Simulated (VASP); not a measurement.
# Ta3Cu: single point with PBEsol

Ta3Cu:

```
Ta Cu
1.0
    -1.98751    1.98751    4.14221
     1.98751   -1.98751    4.14221
     1.98751    1.98751   -4.14221
Ta Cu
3 1
Direct
  0.50000 0.50000 0.00000
  0.25000 0.75000 0.50000
  0.75000 0.25000 0.50000
  0.00000 0.00000 0.00000
```

```
Program             : VASP 6.6.1
Task                : single point
Functional          : PBEsol
Potentials or basis : VASP PAW PBE potentials, release 64 (Ta_pv, Cu)
Cutoff              : 520 eV
k mesh              : 9 × 9 × 9
Occupations         : fermi-dirac, width 0.05 eV
Spin                : no spin polarisation
```

| Item | Value |
| --- | --- |
| Pressure | 0.4 GPa |
| Band gap on the k mesh | zero (bands 22 and 23 overlap by 1.45 eV) |

Stress tensor (GPa, compression positive):
```
0.45 0.00 0.00
0.00 0.45 0.00
0.00 0.00 0.24
```

Levels at points of the mesh, in eV from the Fermi level:
```tsv
k point	band 20	band 21	band 22	band 23	band 24	band 25
(0.00, 0.00, 0.00)	-1.73	-0.20	-0.20	0.05	2.21	2.34
```

It took 2.8 min on 1 thread of AMD EPYC 9R45 96-Core Processor (Zen 5), on a shared host, peak memory 0.29 GiB.

Caveat: the PAW data sets were made with another functional, which shifts forces and pressure a little; spin-orbit coupling is left out, which moves the levels of the heavy elements.
